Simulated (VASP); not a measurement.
# Tl3Pd (Pm-3m) in VASP: notebook

Tl3Pd is run at these levels: PBE; tasks: single point, relaxation of cell and atoms.

All numbers are computed with VASP 6.6.1; they aren't measurements. Logs are shortened: lines on timing, memory, paths and dates and some standing lists are left out, and cuts for length are marked.

### Step 1. The cell of the first run

The structure is cubic, space group Pm-3m (No. 221). The conventional cell has a = 4.657 Å, b = 4.657 Å, c = 4.657 Å, α = 90.00°, β = 90.00°, γ = 90.00°. Pd (site symmetry m-3m) has 12 Tl at 3.29 Å within 4.3 Å. Tl (site symmetry 4/mmm) has 4 Pd at 3.29 Å and 8 Tl at 3.29 Å within 4.3 Å.

### Step 2. Single point, PBE

INCAR

```
PREC = Accurate
ENCUT = 520
EDIFF = 1E-6
ISMEAR = 1
SIGMA = 0.1
LREAL = F
LASPH = T
NELM = 60
ALGO = Normal
ISIF = 2
LWAVE = F
LCHARG = F
GGA = PE
NBANDS = 32
```

KPOINTS

```
Automatic mesh
0
Gamma
  5 5 5
```

POSCAR

```
Tl3Pd
1.0
    4.6569538019      0.0000000000      0.0000000000
    0.0000000000      4.6569538019      0.0000000000
    0.0000000000      0.0000000000      4.6569538019
Pd Tl
1 3
Direct
    0.0000000000      0.0000000000      0.0000000000
    0.0000000000      0.5000000000      0.5000000000
    0.5000000000      0.0000000000      0.5000000000
    0.5000000000      0.5000000000      0.0000000000
```

Potentials or basis: VASP PAW PBE potentials, release 64 (Pd, Tl_d).

Started as:

```
> cat potpaw_PBE.64/Pd/POTCAR potpaw_PBE.64/Tl_d/POTCAR > POTCAR
> mpirun -np 1 vasp_std > vasp.out
```

OUTCAR:

```text
PREC = Accurate
   ENCUT = 520
   EDIFF = 1E-6
   ISMEAR = 1
   LREAL = F
   LASPH = T
   NELM = 60
   ISIF = 2
   GGA = PE

 ion  position               nearest neighbor table
   1  0.000  0.000  0.000-   2 3.29   3 3.29   4 3.29   2 3.29   3 3.29   2 3.29   4 3.29   2 3.29
                             3 3.29   4 3.29   3 3.29   4 3.29
   2  0.000  0.500  0.500-   1 3.29   3 3.29   4 3.29   1 3.29   4 3.29   1 3.29   3 3.29   1 3.29
                             3 3.29   4 3.29   4 3.29   3 3.29
   3  0.500  0.000  0.500-   1 3.29   2 3.29   4 3.29   1 3.29   4 3.29   2 3.29   4 3.29   4 3.29
                             1 3.29   2 3.29   1 3.29   2 3.29
   4  0.500  0.500  0.000-   1 3.29   2 3.29   3 3.29   2 3.29   3 3.29   1 3.29   3 3.29   3 3.29
                             1 3.29   2 3.29   2 3.29   1 3.29

  LATTYP: Found a simple cubic cell.
 ALAT       =     4.6569538019

  Lattice vectors:

 A1 = (   4.6569538019,   0.0000000000,   0.0000000000)
 A2 = (   0.0000000000,   4.6569538019,   0.0000000000)
 A3 = (   0.0000000000,   0.0000000000,   4.6569538019)

Analysis of symmetry for initial positions (statically):
=====================================================================
 Subroutine PRICEL returns:
 Original cell was already a primitive cell.

 Routine SETGRP: Setting up the symmetry group for a
 simple cubic supercell.

 Subroutine GETGRP returns: Found 48 space group operations
 (whereof 48 operations were pure point group operations)
 out of a pool of 48 trial point group operations.

The static configuration has the point symmetry O_h .

Analysis of symmetry for dynamics (positions and initial velocities):
=====================================================================
 Subroutine PRICEL returns:
 Original cell was already a primitive cell.

 Routine SETGRP: Setting up the symmetry group for a
 simple cubic supercell.

 Subroutine GETGRP returns: Found 48 space group operations
 (whereof 48 operations were pure point group operations)
 out of a pool of 48 trial point group operations.

The dynamic configuration has the point symmetry O_h .

 Subroutine INISYM returns: Found 48 space group operations
 (whereof 48 operations are pure point group operations),
 and found     1 'primitive' translations

----------------------------------------------------------------------------------------

                                     Primitive cell

  volume of cell :     100.9964

  direct lattice vectors                    reciprocal lattice vectors
     4.656953802  0.000000000  0.000000000     0.214732643  0.000000000  0.000000000
     0.000000000  4.656953802  0.000000000     0.000000000  0.214732643  0.000000000
     0.000000000  0.000000000  4.656953802     0.000000000  0.000000000  0.214732643

  length of vectors
     4.656953802  4.656953802  4.656953802     0.214732643  0.214732643  0.214732643

  position of ions in fractional coordinates (direct lattice)
     0.000000000  0.000000000  0.000000000
     0.000000000  0.500000000  0.500000000
     0.500000000  0.000000000  0.500000000
     0.500000000  0.500000000  0.000000000

  ion indices of the primitive-cell ions
   primitive index   ion index
                 1           1
                 2           2
                 3           3
                 4           4

----------------------------------------------------------------------------------------

 KPOINTS: Automatic mesh

Automatic generation of k-mesh.
 Grid dimensions read from file:
 generate k-points for:    5    5    5

 Generating k-lattice:

  Cartesian coordinates                     Fractional coordinates (reciprocal lattice)
     0.042946529  0.000000000  0.000000000     0.200000000  0.000000000  0.000000000
     0.000000000  0.042946529  0.000000000     0.000000000  0.200000000  0.000000000
     0.000000000  0.000000000  0.042946529     0.000000000  0.000000000  0.200000000

  Length of vectors
     0.042946529  0.042946529  0.042946529

  Shift w.r.t. Gamma in fractional coordinates (k-lattice)
     0.000000000  0.000000000  0.000000000

 Subroutine IBZKPT returns following result:
 ===========================================

 Found     10 irreducible k-points:

 Following reciprocal coordinates:
            Coordinates               Weight
  0.000000  0.000000  0.000000      1.000000
  0.200000  0.000000  0.000000      6.000000
  0.400000  0.000000  0.000000      6.000000
  0.200000  0.200000  0.000000     12.000000
  0.400000  0.200000  0.000000     24.000000
  0.400000  0.400000  0.000000     12.000000
  0.200000  0.200000  0.200000      8.000000
  0.400000  0.200000  0.200000     24.000000
  0.400000  0.400000  0.200000     24.000000
  0.400000  0.400000  0.400000      8.000000
   k-points           NKPTS =     10   k-points in BZ     NKDIM =     10   number of bands    NBANDS=     32
   number of dos      NEDOS =    301   number of ions     NIONS =      4
   total plane-waves  NPLWV =  46656
   dimension x,y,z NGX =    36 NGY =   36 NGZ =   36
   dimension x,y,z NGXF=    72 NGYF=   72 NGZF=   72
   ions per type =               1   3
   NGX,Y,Z   is equivalent  to a cutoff of  12.85, 12.85, 12.85 a.u.
   NGXF,Y,Z  is equivalent  to a cutoff of  25.70, 25.70, 25.70 a.u.
 SYSTEM =  unknown system
   PREC   = accura    normal or accurate (medium, high low for compatibility)
   ISTART =      0    job   : 0-new  1-cont  2-samecut
   ICHARG =      2    charge: 1-file 2-atom 10-const
   ISPIN  =      1    spin polarized calculation?
   LNONCOLLINEAR =      F non collinear calculations
   LSORBIT =      F    spin-orbit coupling
   LASPH  =      T    aspherical Exc in radial PAW
   ENCUT  =  520.0 eV  38.22 Ry    6.18 a.u.   8.66  8.66  8.66*2*pi/ulx,y,z
   NELM   =     60;   NELMIN=  2; NELMDL= -5     # of ELM steps
   EDIFF  = 0.1E-05   stopping-criterion for ELM
   LREAL  =      F    real-space projection
   EDIFFG = 0.1E-04   stopping-criterion for IOM
   NSW    =      0    number of steps for IOM
   IBRION =     -1    ionic relax: 0-MD 1-quasi-New 2-CG
   NFREE  =      0    steps in history (QN), initial steepest desc. (CG)
   ISIF   =      2    stress and relaxation
   ISYM   =      2    0-nonsym 1-usesym 2-fastsym
   POTIM  = 0.5000    time-step for ionic-motion
   TEBEG  =    0.0;   TEEND  =   0.0 temperature during run
   PSTRESS=    0.0 pullay stress
   NELECT =      49.0000    total number of electrons
   NUPDOWN=      -1.0000    fix difference up-down
   EMIN   =  10.00;   EMAX   =-10.00  energy-range for DOS
   EFERMI =   0.00;   METHOD = LEGACY
   ISMEAR =     1;   SIGMA  =   0.10  broadening in eV -4-tet -1-fermi 0-gaus
   EFERMI_NEDOS =   21; number of points for ismear=-14 and -15
   IALGO  =     38    algorithm
   IMIX   =      4    mixing-type and parameters
     AMIX     =   0.40;   BMIX     =  1.00
     AMIX_MAG =   1.60;   BMIX_MAG =  1.00
  volume/ion in A,a.u.               =      25.25       170.39
  Fermi-wavevector in a.u.,A,eV,Ry     =   1.286387  2.430919 22.514800  1.654791
  Thomas-Fermi vector in A             =   2.418464
   LORBIT       =      0    0 simple, 1 ext, 2 COOP (PROOUT), +10 PAW based schemes
   GGA     = PE    functional components
   LHFCALC =     F    Hartree Fock is set to
   AEXX    =    0.0000 exact exchange contribution
   IVDW    =     0    specifies the selected vdW correction
   LEPSILON=     F    determine dielectric tensor
   LRPA    =     F    only Hartree local field effects (RPA)
 non-spin polarized calculation
 Methfessel and Paxton  Order N= 1 SIGMA  =   0.10
  energy-cutoff  :      520.00
  volume of cell :      101.00
 maximum number of plane-waves:      2754
 NGX is ok and might be reduce to    36
   NGX = 17   NGY = 17   NGZ = 17

 number of electron      48.9999989 magnetization

 Free energy of the ion-electron system (eV)
  ---------------------------------------------------
  ext. energy  EPLUGINS =         0.00000000
  ---------------------------------------------------
  free energy    TOTEN  =       -11.57900544 eV

  energy without entropy =      -11.57925325  energy(sigma->0) =      -11.57908805

 E-fermi :   6.9896     XC(G=0): -10.6433

 val. band max:        6.9171262214   @ k =   0.2000   0.2000   0.0000
 cond. band min:       7.0599958850   @ k =   0.4000   0.2000   0.2000
 fundamental gap:      0.1428696636
 Fermi energy:         6.9896012292

 k-point     1 :       0.0000    0.0000    0.0000
  band No.  band energies     occupation
      1      -5.1505      2.00000
      2      -5.0650      2.00000
      3      -5.0650      2.00000
      4      -5.0650      2.00000
      5      -4.7692      2.00000
      6      -4.7692      2.00000
[... 24 lines left out ...]
     31      13.0591      0.00000
     32      13.0591      0.00000

 k-point     2 :       0.2000    0.0000    0.0000
  band No.  band energies     occupation
      1      -5.0713      2.00000
      2      -5.0476      2.00000
      3      -4.9822      2.00000
      4      -4.9822      2.00000
      5      -4.7491      2.00000
      6      -4.7010      2.00000
[... 24 lines left out ...]
     31      11.8371      0.00000
     32      13.0593      0.00000

 k-point     3 :       0.4000    0.0000    0.0000
  band No.  band energies     occupation
      1      -5.0170      2.00000
      2      -4.9030      2.00000
      3      -4.7563      2.00000
      4      -4.7563      2.00000
      5      -4.7113      2.00000
      6      -4.5483      2.00000
[... 24 lines left out ...]
     31      13.4572      0.00000
     32      14.1017      0.00000

 k-point     4 :       0.2000    0.2000    0.0000
  band No.  band energies     occupation
      1      -5.0215      2.00000
      2      -4.9940      2.00000
      3      -4.9382      2.00000
      4      -4.9128      2.00000
      5      -4.7056      2.00000
      6      -4.6501      2.00000
[... 164 lines left out ...]
     31      13.2725      0.00000
     32      13.2814      0.00000

 k-point     9 :       0.4000    0.4000    0.2000
  band No.  band energies     occupation
      1      -4.9189      2.00000
      2      -4.8146      2.00000
      3      -4.8055      2.00000
      4      -4.7169      2.00000
      5      -4.7017      2.00000
      6      -4.6261      2.00000
[... 24 lines left out ...]
     31      13.8696      0.00000
     32      14.8521      0.00000

 k-point    10 :       0.4000    0.4000    0.4000
  band No.  band energies     occupation
      1      -4.9610      2.00000
      2      -4.8911      2.00000
      3      -4.8911      2.00000
      4      -4.7948      2.00000
      5      -4.7169      2.00000
      6      -4.7169      2.00000
[... 24 lines left out ...]
     31      15.9519      0.00000
     32      16.3114      0.00000

------------------------ aborting loop because EDIFF is reached ----------------------------------------

  FORCE on cell =-STRESS in cart. coord.  units (eV):
  Direction    XX          YY          ZZ          XY          YZ          ZX
  --------------------------------------------------------------------------------------
  -------------------------------------------------------------------------------------
  Total       -0.0474979     -0.0474979     -0.0474979      0.0000000     -0.0000000      0.0000000
  in kB       -0.7534933     -0.7534933     -0.7534933      0.0000000     -0.0000000      0.0000000
  external PRESSURE =      -0.7534933 kB  Pullay stress =       0.0000000 kB

 VOLUME and BASIS-vectors are now :
 -----------------------------------------------------------------------------
  energy-cutoff  :      520.00
  volume of cell :      101.00
      direct lattice vectors                 reciprocal lattice vectors
     4.656953802  0.000000000  0.000000000     0.214732643  0.000000000  0.000000000
     0.000000000  4.656953802  0.000000000     0.000000000  0.214732643  0.000000000
     0.000000000  0.000000000  4.656953802     0.000000000  0.000000000  0.214732643

 POSITION                                       TOTAL-FORCE (eV/Angst)
 -----------------------------------------------------------------------------------
      0.00000      0.00000      0.00000         0.000000      0.000000      0.000000
      0.00000      2.32848      2.32848         0.000000      0.000000      0.000000
      2.32848      0.00000      2.32848         0.000000      0.000000      0.000000
      2.32848      2.32848      0.00000         0.000000      0.000000      0.000000
 -----------------------------------------------------------------------------------
    total drift:                                0.000000      0.000000      0.000000

  FREE ENERGIE OF THE ION-ELECTRON SYSTEM (eV)
  ---------------------------------------------------
  free  energy   TOTEN  =       -11.5790054419 eV

  energy  without entropy=      -11.5792532514  energy(sigma->0) =      -11.57908805
```

Wall time 12 s (1 thread of Intel Xeon 6975P-C (Granite Rapids), shared host); peak memory 0.21 GiB.

What came out:

```
Free energy : -11.5790 eV
Pressure    : -0.1 GPa
```

Caveat: spin-orbit coupling is left out, which moves the levels of the heavy elements.

### Step 3. Single point, PBE

This run uses another cell than the first one, of 25.75 Å³/atom, 1.020 times its volume.

INCAR

```
SYSTEM = Tl3Pd
PREC = Accurate
ENCUT = 520
EDIFF = 1E-6
ISMEAR = 1
SIGMA = 0.1
LREAL = .False.
LASPH = .True.
NELM = 100
ALGO = Normal
ISIF = 2
LWAVE = .False.
LCHARG = .True.
GGA = PE
LELF = .True.
LVHAR = .True.
NBANDS = 32
```

KPOINTS

```
regular mesh
0
Gamma
  5 5 5
  0 0 0
```

POSCAR

```
Tl3Pd
1.0
    4.6877954543      0.0000000000      0.0000000000
    0.0000000000      4.6877954543      0.0000000000
    0.0000000000      0.0000000000      4.6877954543
Pd Tl
1 3
Direct
    0.0000000000      0.0000000000      0.0000000000
    0.0000000000      0.5000000000      0.5000000000
    0.5000000000      0.0000000000      0.5000000000
    0.5000000000      0.5000000000      0.0000000000
```

Potentials or basis: VASP PAW PBE potentials, release 64 (Pd, Tl_d).

Started as:

```
> cat potpaw_PBE.64/Pd/POTCAR potpaw_PBE.64/Tl_d/POTCAR > POTCAR
> mpirun -np 1 vasp_std > vasp.out
```

Wall time 12 s (1 thread of Intel Xeon 6975P-C (Granite Rapids), shared host); peak memory 0.21 GiB.

The run converged. Its results:

```
Free energy : -11.5741 eV
Pressure    : -0.9 GPa
```

Levels at points of the mesh, in eV from the Fermi level:
```tsv
k point	band 20	band 21	band 22	band 23	band 24	band 25	band 26	band 27	band 28	band 29
(0.00, 0.00, 0.00)	-1.72	-1.72	-1.26	-1.26	-1.26	-1.06	-1.06	1.94	4.82	4.82
```

Caveat: spin-orbit coupling is left out, which moves the levels of the heavy elements.

(Continued in part 2 of 2.)
